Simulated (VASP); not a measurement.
# TiSi2 in VASP: further runs

TiSi2 is run at these levels: PBE, BLYP, PBEsol+D3(BJ), r2SCAN; tasks: single point.

Program: VASP 6.6.1. These are calculated values, not measurements. Logs are shortened: lines on timing, memory, paths and dates and some standing lists are left out, and cuts for length are marked.

**1. The cell of the first run**

Symmetry: Immm, No. 71, orthorhombic system. Conventional cell: a = 2.946 Å, b = 3.424 Å, c = 8.424 Å, α = 90.00°, β = 90.00°, γ = 90.00°. Within 3.5 Å of Ti (site symmetry mmm) lie 10 Si at 2.67 to 2.78 Å and 4 Ti at 2.95 to 3.42 Å. Within 3.5 Å of Si (site symmetry mm2) lie 9 Si at 2.63 to 3.42 Å and 5 Ti at 2.67 to 2.78 Å.

**2. Single point, PBE**

File INCAR:

```
SYSTEM = TiSi2
ALGO = Normal
EDIFF = 1E-6
ENCUT = 520
GGA = PE
ISIF = 2
ISMEAR = 1
LASPH = .True.
LCHARG = .True.
LELF = .True.
LREAL = .False.
LVHAR = .True.
LWAVE = .False.
NBANDS = 17
NELM = 60
PREC = Accurate
SIGMA = 0.13605693122994
```

File KPOINTS:

```
k-points
0
Gamma
  4 4 4
  0 0 0
```

File POSCAR:

```
TiSi2
1.0
   -1.4728720000      1.7121300000      4.2120830000
    1.4728720000     -1.7121300000      4.2120830000
    1.4728720000      1.7121300000     -4.2120830000
Ti Si
1 2
Direct
    0.0000000000      0.0000000000      0.0000000000
    0.3299220000      0.3299220000      0.0000000000
    0.6700780000      0.6700780000      0.0000000000
```

Potentials or basis: VASP PAW PBE potentials, release 64 (Ti_sv, Si).

On the command line:

```
> cat potpaw_PBE.64/Ti_sv/POTCAR potpaw_PBE.64/Si/POTCAR > POTCAR
> mpirun -np 1 vasp_std > vasp.out
```

OUTCAR:

```text
SYSTEM = TiSi2
   EDIFF = 1E-6
   ENCUT = 520
   GGA = PE
   ISIF = 2
   ISMEAR = 1
   LASPH = .True.
   LREAL = .False.
   NELM = 60
   PREC = Accurate

 ion  position               nearest neighbor table
   1  0.000  0.000  0.000-   3 2.67   3 2.67   3 2.67   2 2.67   3 2.67   2 2.67   2 2.67   2 2.67
                             2 2.78   3 2.78
   2  0.330  0.330  0.000-   3 2.63   3 2.63   3 2.63   3 2.63   1 2.67   1 2.67   1 2.67   1 2.67
                             1 2.78   3 2.87
   3  0.670  0.670  0.000-   2 2.63   2 2.63   2 2.63   2 2.63   1 2.67   1 2.67   1 2.67   1 2.67
                             1 2.78   2 2.87

  LATTYP: Found a body centered orthorhombic cell.
 ALAT       =     2.9457440000
 B/A-ratio  =     1.1624431723
 C/A-ratio  =     2.8597753233

  Lattice vectors:

 A1 = (  -1.4728720000,   1.7121300000,   4.2120830000)
 A2 = (   1.4728720000,  -1.7121300000,   4.2120830000)
 A3 = (   1.4728720000,   1.7121300000,  -4.2120830000)

Analysis of symmetry for initial positions (statically):
=====================================================================
 Subroutine PRICEL returns:
 Original cell was already a primitive cell.

 Routine SETGRP: Setting up the symmetry group for a
 body centered orthorhombic supercell.

 Subroutine GETGRP returns: Found  8 space group operations
 (whereof  8 operations were pure point group operations)
 out of a pool of  8 trial point group operations.

The static configuration has the point symmetry D_2h.

Analysis of symmetry for dynamics (positions and initial velocities):
=====================================================================
 Subroutine PRICEL returns:
 Original cell was already a primitive cell.

 Routine SETGRP: Setting up the symmetry group for a
 body centered orthorhombic supercell.

 Subroutine GETGRP returns: Found  8 space group operations
 (whereof  8 operations were pure point group operations)
 out of a pool of  8 trial point group operations.

The dynamic configuration has the point symmetry D_2h.

 Subroutine INISYM returns: Found  8 space group operations
 (whereof  8 operations are pure point group operations),
 and found     1 'primitive' translations

----------------------------------------------------------------------------------------

                                     Primitive cell

  volume of cell :      42.4873

  direct lattice vectors                    reciprocal lattice vectors
    -1.472872000  1.712130000  4.212083000     0.000000000  0.292033899  0.118706113
     1.472872000 -1.712130000  4.212083000     0.339472812  0.000000000  0.118706113
     1.472872000  1.712130000 -4.212083000     0.339472812  0.292033899  0.000000000

  length of vectors
     4.779370698  4.779370698  4.779370698     0.315237909  0.359628880  0.447800836

  position of ions in fractional coordinates (direct lattice)
     0.000000000  0.000000000  0.000000000
     0.329922000  0.329922000  0.000000000
     0.670078000  0.670078000  0.000000000

  ion indices of the primitive-cell ions
   primitive index   ion index
                 1           1
                 2           2
                 3           3

----------------------------------------------------------------------------------------

 KPOINTS: k-points

Automatic generation of k-mesh.
 Grid dimensions read from file:
 generate k-points for:    4    4    4

 Generating k-lattice:

  Cartesian coordinates                     Fractional coordinates (reciprocal lattice)
     0.000000000  0.073008475  0.029676528     0.250000000  0.000000000 -0.000000000
     0.084868203  0.000000000  0.029676528     0.000000000  0.250000000  0.000000000
     0.084868203  0.073008475  0.000000000    -0.000000000  0.000000000  0.250000000

  Length of vectors
     0.078809477  0.089907220  0.111950209

  Shift w.r.t. Gamma in fractional coordinates (k-lattice)
     0.000000000  0.000000000  0.000000000

 Subroutine IBZKPT returns following result:
 ===========================================

 Found     18 irreducible k-points:

 Following reciprocal coordinates:
            Coordinates               Weight
  0.000000  0.000000  0.000000      1.000000
  0.250000  0.000000 -0.000000      4.000000
  0.500000  0.000000 -0.000000      2.000000
  0.000000  0.250000 -0.000000      4.000000
  0.250000  0.250000 -0.000000      8.000000
  0.500000  0.250000  0.000000      8.000000
[... 10 lines left out ...]
 -0.250000 -0.250000  0.250000      2.000000
  0.500000  0.500000  0.500000      1.000000
   k-points           NKPTS =     18   k-points in BZ     NKDIM =     18   number of bands    NBANDS=     17
   number of dos      NEDOS =    301   number of ions     NIONS =      3
   total plane-waves  NPLWV =  46656
   dimension x,y,z NGX =    36 NGY =   36 NGZ =   36
   dimension x,y,z NGXF=    72 NGYF=   72 NGZF=   72
   ions per type =               1   2
   NGX,Y,Z   is equivalent  to a cutoff of  12.52, 12.52, 12.52 a.u.
   NGXF,Y,Z  is equivalent  to a cutoff of  25.04, 25.04, 25.04 a.u.
 SYSTEM =  TiSi2
   PREC   = accura    normal or accurate (medium, high low for compatibility)
   ISTART =      0    job   : 0-new  1-cont  2-samecut
   ICHARG =      2    charge: 1-file 2-atom 10-const
   ISPIN  =      1    spin polarized calculation?
   LNONCOLLINEAR =      F non collinear calculations
   LSORBIT =      F    spin-orbit coupling
   LASPH  =      T    aspherical Exc in radial PAW
   ENCUT  =  520.0 eV  38.22 Ry    6.18 a.u.   8.89  8.89  8.89*2*pi/ulx,y,z
   NELM   =     60;   NELMIN=  2; NELMDL= -5     # of ELM steps
   EDIFF  = 0.1E-05   stopping-criterion for ELM
   LREAL  =      F    real-space projection
   EDIFFG = 0.1E-04   stopping-criterion for IOM
   NSW    =      0    number of steps for IOM
   IBRION =     -1    ionic relax: 0-MD 1-quasi-New 2-CG
   NFREE  =      0    steps in history (QN), initial steepest desc. (CG)
   ISIF   =      2    stress and relaxation
   ISYM   =      2    0-nonsym 1-usesym 2-fastsym
   POTIM  = 0.5000    time-step for ionic-motion
   TEBEG  =    0.0;   TEEND  =   0.0 temperature during run
   PSTRESS=    0.0 pullay stress
   NELECT =      20.0000    total number of electrons
   NUPDOWN=      -1.0000    fix difference up-down
   EMIN   =  10.00;   EMAX   =-10.00  energy-range for DOS
   EFERMI =   0.00;   METHOD = LEGACY
   ISMEAR =     1;   SIGMA  =   0.14  broadening in eV -4-tet -1-fermi 0-gaus
   EFERMI_NEDOS =   21; number of points for ismear=-14 and -15
   IALGO  =     38    algorithm
   IMIX   =      4    mixing-type and parameters
     AMIX     =   0.40;   BMIX     =  1.00
     AMIX_MAG =   1.60;   BMIX_MAG =  1.00
  volume/ion in A,a.u.               =      14.16        95.57
  Fermi-wavevector in a.u.,A,eV,Ry     =   1.273499  2.406564 22.065925  1.621800
  Thomas-Fermi vector in A             =   2.406319
   LORBIT       =      0    0 simple, 1 ext, 2 COOP (PROOUT), +10 PAW based schemes
   GGA     = PE    functional components
   LHFCALC =     F    Hartree Fock is set to
   AEXX    =    0.0000 exact exchange contribution
   IVDW    =     0    specifies the selected vdW correction
   LEPSILON=     F    determine dielectric tensor
   LRPA    =     F    only Hartree local field effects (RPA)
 non-spin polarized calculation
 Methfessel and Paxton  Order N= 1 SIGMA  =   0.14
  energy-cutoff  :      520.00
  volume of cell :       42.49
 maximum number of plane-waves:      1162
   NGX = 17   NGY = 17   NGZ = 17

 number of electron      19.9999998 magnetization

 Free energy of the ion-electron system (eV)
  ---------------------------------------------------
  ext. energy  EPLUGINS =         0.00000000
  ---------------------------------------------------
  free energy    TOTEN  =       -19.89088216 eV

  energy without entropy =      -19.89306087  energy(sigma->0) =      -19.89160840

 E-fermi :   9.8355     XC(G=0): -11.6949

 val. band max:        9.7556513862   @ k =   0.5000   0.2500   0.0000
 cond. band min:       9.9160862786   @ k =  -0.2500   0.5000   0.2500
 fundamental gap:      0.1604348924
 Fermi energy:         9.8354973968

 k-point     1 :       0.0000    0.0000    0.0000
  band No.  band energies     occupation
      1     -46.3554      2.00000
      2     -22.6704      2.00000
      3     -22.6691      2.00000
      4     -22.4095      2.00000
      5      -2.5447      2.00000
      6       5.2370      2.00000
[... 9 lines left out ...]
     16      15.4583      0.00000
     17      15.8207      0.00000

 k-point     2 :       0.2500    0.0000   -0.0000
  band No.  band energies     occupation
      1     -46.3522      2.00000
      2     -22.7175      2.00000
      3     -22.6654      2.00000
      4     -22.4062      2.00000
      5      -1.6512      2.00000
      6       3.7411      2.00000
[... 9 lines left out ...]
     16      16.7654      0.00000
     17      17.6277      0.00000

 k-point     3 :       0.5000    0.0000   -0.0000
  band No.  band energies     occupation
      1     -46.3491      2.00000
      2     -22.7641      2.00000
      3     -22.6617      2.00000
      4     -22.4029      2.00000
      5       0.6185      2.00000
      6       0.9111      2.00000
[... 9 lines left out ...]
     16      16.8472      0.00000
     17      16.9210      0.00000

 k-point     4 :       0.0000    0.2500   -0.0000
  band No.  band energies     occupation
      1     -46.3371      2.00000
      2     -22.6515      2.00000
      3     -22.6499      2.00000
      4     -22.5801      2.00000
      5      -1.3716      2.00000
      6       4.7452      2.00000
[... 9 lines left out ...]
     16      14.9144      0.00000
     17      16.3109      0.00000
[... 223 lines left out ...]
      1     -46.3521      2.00000
      2     -22.7178      2.00000
      3     -22.6703      2.00000
      4     -22.4063      2.00000
      5      -0.9480      2.00000
      6       2.1006      2.00000
[... 9 lines left out ...]
     16      16.6429      0.00000
     17      17.4230      0.00000

 k-point    17 :      -0.2500   -0.2500    0.2500
  band No.  band energies     occupation
      1     -46.3553      2.00000
      2     -22.6741      2.00000
      3     -22.6708      2.00000
      4     -22.4096      2.00000
      5      -2.0956      2.00000
      6       2.6698      2.00000
[... 9 lines left out ...]
     16      16.0119      0.00000
     17      16.4628      0.00000

 k-point    18 :       0.5000    0.5000    0.5000
  band No.  band energies     occupation
      1     -46.3551      2.00000
      2     -22.6790      2.00000
      3     -22.6711      2.00000
      4     -22.4098      2.00000
      5      -1.3886      2.00000
      6       1.1470      2.00000
[... 9 lines left out ...]
     16      17.0140      0.00000
     17      18.7039      0.00000

------------------------ aborting loop because EDIFF is reached ----------------------------------------

  FORCE on cell =-STRESS in cart. coord.  units (eV):
  Direction    XX          YY          ZZ          XY          YZ          ZX
  --------------------------------------------------------------------------------------
  -------------------------------------------------------------------------------------
  Total        0.5466222     -0.4960324      0.2059447      0.0000000      0.0000000      0.0000000
  in kB       20.6129055    -18.7051846      7.7660922      0.0000000      0.0000000      0.0000000
  external PRESSURE =       3.2246044 kB  Pullay stress =       0.0000000 kB

 VOLUME and BASIS-vectors are now :
 -----------------------------------------------------------------------------
  energy-cutoff  :      520.00
  volume of cell :       42.49
      direct lattice vectors                 reciprocal lattice vectors
    -1.472872000  1.712130000  4.212083000     0.000000000  0.292033899  0.118706113
     1.472872000 -1.712130000  4.212083000     0.339472812  0.000000000  0.118706113
     1.472872000  1.712130000 -4.212083000     0.339472812  0.292033899  0.000000000

 POSITION                                       TOTAL-FORCE (eV/Angst)
 -----------------------------------------------------------------------------------
      0.00000      0.00000      0.00000         0.000000      0.000000      0.000000
      0.00000      0.00000      2.77932         0.000000      0.000000     -0.145432
      0.00000      0.00000      5.64485        -0.000000     -0.000000      0.145432
 -----------------------------------------------------------------------------------
    total drift:                               -0.000000      0.000000     -0.000000

  FREE ENERGIE OF THE ION-ELECTRON SYSTEM (eV)
  ---------------------------------------------------
  free  energy   TOTEN  =       -19.8908821637 eV

  energy  without entropy=      -19.8930608685  energy(sigma->0) =      -19.89160840
```

It took 30 s on 1 thread of Intel Xeon 8259CL, shared host; peak memory 0.2 GiB.

Results:

- Free energy: -19.8909 eV
- Pressure: 0.3 GPa
- Largest force: 0.145 eV/Å
- Band gap on the k mesh: zero (band 10 reaches 11.29 eV, above the bottom of band 11 at 9.26 eV)

Forces in eV/Å, atoms in the order of the input:
```
Ti   0.000  0.000  0.000
Si   0.000  0.000 -0.145
Si   0.000  0.000  0.145
```

Caveat: the k points lie up to 0.70 Å⁻¹ apart.

**3. Single point, BLYP**

File INCAR:

```
SYSTEM = TiSi2
PREC     = Accurate       ! precision mode
ENCUT    = 520            ! plane-wave cutoff, eV
EDIFF    = 1E-7           ! SCF threshold, eV
ISMEAR   = 0              ! smearing method
SIGMA    = 0.1            ! smearing width, eV
LREAL    = .False.        ! projectors in reciprocal space
LASPH    = .True.         ! aspherical terms in the spheres
NELM     = 100            ! most SCF steps
ALGO     = Normal         ! electronic algorithm
ISIF     = 2              ! what is computed and relaxed
LWAVE    = .False.        ! write WAVECAR
LCHARG   = .False.        ! write CHGCAR
GGA      = B5             ! functional
ALDAX    = 1.0          
AGGAX    = 1.0          
AGGAC    = 1.0          
ALDAC    = 0.0          
NBANDS   = 17             ! bands
NELECT   = 19.5         
ISYM     = 0
```

File KPOINTS:

```
regular mesh
0
Gamma
  6 6 1
  0 0 0
```

POSCAR is that of step 2.

Potentials or basis: VASP PAW PBE potentials, release 64 (Ti_sv, Si).

On the command line:

```
> cat potpaw_PBE.64/Ti_sv/POTCAR potpaw_PBE.64/Si/POTCAR > POTCAR
> mpirun -np 1 vasp_std > vasp.out
```

It took 62 s on 1 thread of Intel Xeon 8259CL, shared host; peak memory 0.2 GiB.

The run converged. Its results:

| Property | Result |
| --- | --- |
| Free energy | -21.5792 eV |
| Largest force | 0.837 eV/Å |

Forces in eV/Å, atoms in the order of the input:
```
Ti   0.000  0.000  0.000
Si   0.125  0.802 -0.201
Si  -0.125 -0.802  0.201
```

Levels at points of the mesh, in eV from the Fermi level:
| k point | band 8 | band 9 | band 10 | band 11 | band 12 | band 13 |
| --- | --- | --- | --- | --- | --- | --- |
| (0.00, 0.00, 0.00) | -1.67 | -0.33 | 1.08 | 2.52 | 2.76 | 3.73 |
| (0.50, 0.00, 0.00) | -3.09 | -0.39 | 1.22 | 2.19 | 2.65 | 3.65 |
| (0.00, 0.50, 0.00) | -2.75 | -0.56 | -0.08 | 1.21 | 3.37 | 3.43 |
| (0.50, 0.50, 0.00) | -4.15 | -2.32 | -0.88 | 0.06 | 2.96 | 3.26 |

Caveat: the k points lie up to 2.81 Å⁻¹ apart; the cell carries a net charge on a neutralising background, which shifts energy and pressure; the cell is charged against a uniform background, so pressure and absolute levels hang on convention; the PAW data sets were made with another functional, which shifts forces and pressure a little.

**4. Single point, PBEsol+D3(BJ)**

File INCAR:

```
SYSTEM = TiSi2
PREC = Accurate
ENCUT = 520
EDIFF = 1E-6
ISMEAR = 0
SIGMA = 0.1
LREAL = .False.
LASPH = .True.
NELM = 60
ALGO = Normal
ISIF = 2
LWAVE = .False.
LCHARG = .False.
GGA = PS
IVDW = 12
NBANDS = 17
```

File KPOINTS:

```
Automatic mesh
0
Gamma
  3 4 5
  0 0 0
```

POSCAR, as its differences from that of step 3:

```diff
@@ -9,3 +9,3 @@
     0.0000000000      0.0000000000      0.0000000000
-    0.3299220000      0.3299220000      0.0000000000
+    0.3445236950      0.3299220000      0.0146016950
     0.6700780000      0.6700780000      0.0000000000
```

On the command line:

```
> cat potpaw_PBE.64/Ti_sv/POTCAR potpaw_PBE.64/Si/POTCAR > POTCAR
> mpirun -np 1 vasp_std > vasp.out
```

It took 54 s on 1 thread of Intel Xeon 8259CL, shared host; peak memory 0.21 GiB.

Results (log left out):

| Quantity | Value |
| --- | --- |
| Free energy | -22.7886 eV |
| Pressure | -9.1 GPa |
| Largest force | 0.438 eV/Å |
| Band gap on the k mesh | zero (band 10 reaches 11.12 eV, above the bottom of band 11 at 9.07 eV) |
| Dispersion energy per atom | -0.488 eV |

Forces on the atoms (eV/Å):
```
Ti   0.000  0.200 -0.003
Si   0.000 -0.438 -0.014
Si   0.000  0.237  0.016
```

Stress tensor (GPa, compression positive):
```
 -8.74   0.00   0.00
  0.00 -10.22  -1.26
  0.00  -1.26  -8.44
```

Levels at points of the mesh, in eV from the Fermi level:
```csv
k point,band 6,band 7,band 8,band 9,band 10,band 11,band 12,band 13,band 14,band 15
"(0.00, 0.00, 0.00)",-4.71,-4.08,-2.09,-0.61,0.79,2.07,2.42,3.20,3.81,4.14
"(0.00, 0.50, 0.00)",-8.07,-3.55,-3.35,-0.91,-0.40,1.01,2.85,3.40,4.06,4.27
```

Caveat: the k points lie up to 0.66 Å⁻¹ apart; the PAW data sets were made with another functional, which shifts forces and pressure a little; pairwise dispersion overbinds metals, which lowers pressure and volume.

**5. Single point, r2SCAN**

POSCAR, as its differences from that of step 4:

```diff
@@ -9,3 +9,3 @@
     0.0000000000      0.0000000000      0.0000000000
-    0.3445236950      0.3299220000      0.0146016950
+    0.3299220000      0.3299220000      0.0000000000
     0.6700780000      0.6700780000      0.0000000000
```

File INCAR.step1:

```
SYSTEM = TiSi2
  ALGO = Normal
  EDIFF = 1E-4
  ENCUT = 520
  GGA = PE
  ISMEAR = 1
  LASPH = .True.
  LCHARG = .False.
  LREAL = .False.
  LWAVE = .True.
  NBANDS = 17
  NELM = 80
  PREC = Accurate
  SIGMA = 0.04
```

File INCAR.step2:

```
SYSTEM = TiSi2
  ALGO = Normal
  EDIFF = 1E-6
  ENCUT = 520
  ISIF = 2
  ISMEAR = 1
  ISTART = 1
  LASPH = .True.
  LCHARG = .True.
  LELF = .True.
  LMIXTAU = .True.
  LREAL = .False.
  LVHAR = .True.
  LWAVE = .False.
  METAGGA = R2SCAN
  NBANDS = 17
  NELM = 80
  PREC = Accurate
  SIGMA = 0.04
```

File KPOINTS:

```
k-points
0
Gamma
  3 3 4
  0 0 0
```

On the command line:

```
> cat potpaw_PBE.64/Ti_sv/POTCAR potpaw_PBE.64/Si/POTCAR > POTCAR
> cp INCAR.step1 INCAR
> mpirun -np 1 vasp_std > vasp.out
> cp INCAR.step2 INCAR
> mpirun -np 1 vasp_std > vasp.out
```

It took 2.4 min on 1 thread of Intel Xeon 8259CL, shared host; peak memory 0.21 GiB.

Results (log left out):

```yaml
Free_energy: -31.4658 eV
Pressure: -2.1 GPa
Largest_force: 0.086 eV/Å
Band_gap_on_the_k_mesh: zero (band 10 reaches 11.34 eV, above the bottom of band 11 at 9.00 eV)
```

Forces in eV/Å, atoms in the order of the input:
```
Ti   0.000  0.000  0.000
Si   0.000  0.000  0.086
Si   0.000  0.000 -0.086
```

Stress tensor (GPa, compression positive):
```
-1.75  0.00  0.00
 0.00 -1.99  0.00
 0.00  0.00 -2.42
```

Levels at points of the mesh, in eV from the Fermi level:
```
           k point  band 7  band 8  band 9  band 10  band 11  band 12  band 13  band 14
(0.00, 0.00, 0.00)   -4.43   -2.38   -0.76     0.81     2.13     2.57     3.16     3.98
(0.00, 0.00, 0.50)   -5.52   -4.92   -3.15    -1.42    -0.91     2.82     3.14     3.28
```

Caveat: the k points lie up to 0.75 Å⁻¹ apart; the PAW data sets were made with another functional, which shifts forces and pressure a little.

**6. Summary**

```tsv
level	k mesh	smearing	gap on the mesh (eV)	pressure (GPa)	largest force (eV/Å)
PBE	4 × 4 × 4	methfessel-paxton 0.136057 eV	none	0.3	0.15
PBEsol+D3(BJ)	3 × 4 × 5	gaussian 0.1 eV	none	-9.1	0.44
r2SCAN	3 × 3 × 4	methfessel-paxton 0.04 eV	none	-2.1	0.09
```

Some of these runs hold the atoms at other places in the same cell, which the table doesn't show; runs alike in all that it shows share one row.

Alike in all rows: task single point; potentials or basis VASP PAW PBE potentials, release 64 (Ti_sv, Si); no spin polarisation; cell as given; cutoff (eV) 520.

Caveats: all runs use coarse meshes; the PAW data sets were made with another functional, which shifts forces and pressure a little (some runs); pairwise dispersion overbinds metals, which lowers pressure and volume (some runs).

Absolute energies hang on the potentials; compare differences alone.
